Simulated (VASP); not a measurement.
Input of a VASP 6.6.1 run:

Contents of POSCAR:

```
Te
1.0
    4.6013525159      0.0000000000      0.0000000000
   -2.3006762580      3.9848881706      0.0000000000
    0.0000000000      0.0000000000      5.9000620010
Te
3
Direct
    0.2566971700      0.0000000000      0.3333333333
    0.0000000000      0.2566971700      0.6666666667
    0.7433028300      0.7433028300      0.0000000000
```

File INCAR.step1:

```
PREC     = Accurate       # precision mode
ENCUT    = 520            # plane-wave cutoff, eV
ISMEAR   = 1              # smearing method
SIGMA    = 0.129          # smearing width, eV
LREAL    = F              # projectors in reciprocal space
LASPH    = T              # aspherical terms in the spheres
NELM     = 60             # most SCF steps
NBANDS   = 16             # bands
GGA      = PE             # functional
ALGO     = Normal         # electronic algorithm
EDIFF    = 1E-4           # SCF threshold, eV
LWAVE    = T              # write WAVECAR
LCHARG   = F              # write CHGCAR
```

File INCAR.step2:

```
PREC     = Accurate       # precision mode
ENCUT    = 520            # plane-wave cutoff, eV
EDIFF    = 1E-8           # SCF threshold, eV
ISMEAR   = 1              # smearing method
SIGMA    = 0.129          # smearing width, eV
LREAL    = F              # projectors in reciprocal space
LASPH    = T              # aspherical terms in the spheres
NELM     = 60             # most SCF steps
ALGO     = Normal         # electronic algorithm
ISIF     = 2              # what is computed and relaxed
LWAVE    = F              # write WAVECAR
LCHARG   = F              # write CHGCAR
METAGGA  = R2SCAN         # meta-GGA
LMIXTAU  = T            
LEFG     = T            
NBANDS   = 16             # bands
ISTART   = 1
```

The input KPOINTS:

```
Automatic mesh
0
Gamma
  8 8 5
```

Potentials or basis: VASP PAW PBE potentials, release 64 (Te).

The run is started by

```sh
$ cat potpaw_PBE.64/Te/POTCAR > POTCAR
$ cp INCAR.step1 INCAR
$ mpirun -np 1 vasp_std > vasp.out
$ cp INCAR.step2 INCAR
$ mpirun -np 1 vasp_std > vasp.out
```

Problem. Predict the pressure.

Solution. 0.0 GPa.

Problem. What does it give for the largest force?

Solution. 0.024 eV/Å.

Problem. Predict the band gap on the k mesh.

Solution. 0.92 eV, indirect (least direct gap 1.11 eV).

Forces on the atoms (eV/Å):
```
Te  -0.024  0.000  0.000
Te   0.012 -0.021  0.000
Te   0.012  0.021  0.000
```

Caveat: without QUAD_EFG the Cq values of the log hold for a quadrupole moment of 1 mb, not for the nuclei; the PAW data sets were made with another functional, which shifts forces and pressure a little; spin-orbit coupling is left out, which moves the levels of the heavy elements. A k mesh can miss the band edges.
